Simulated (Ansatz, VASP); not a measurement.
**Al: VASP beside Ansatz**

```
CELL_PARAMETERS angstrom
3.23605 0.00000 0.00000
0.00000 3.23605 0.00000
0.00000 0.00000 19.23610
ATOMIC_POSITIONS crystal
Al 0.00000 0.00000 0.41589
Al 0.50000 0.50000 0.50000
Al 0.00000 0.00000 0.58411
```

Alike in both runs: task single point; functional PBE; k mesh 11 × 11 × 1; occupations fermi-dirac, width 0.1 eV; no spin polarisation.

|  | VASP | Ansatz |
| --- | --- | --- |
| version | VASP 6.6.1 | Ansatz 0.2.0 |
| potentials or method | VASP PAW PBE potentials, release 64 (Al), cutoff 520 eV | all-electron LAPW, scalar-relativistic |

Ansatz gave:

```
rms of the force components (eV/Å) : 0.020
```

Estimate VASP's values.

rms of the force components (eV/Å): 0.021.

Atom by atom the forces differ by 0.000 eV/Å (rms over components). Ansatz ran all-electron here, and VASP with PAW potentials.
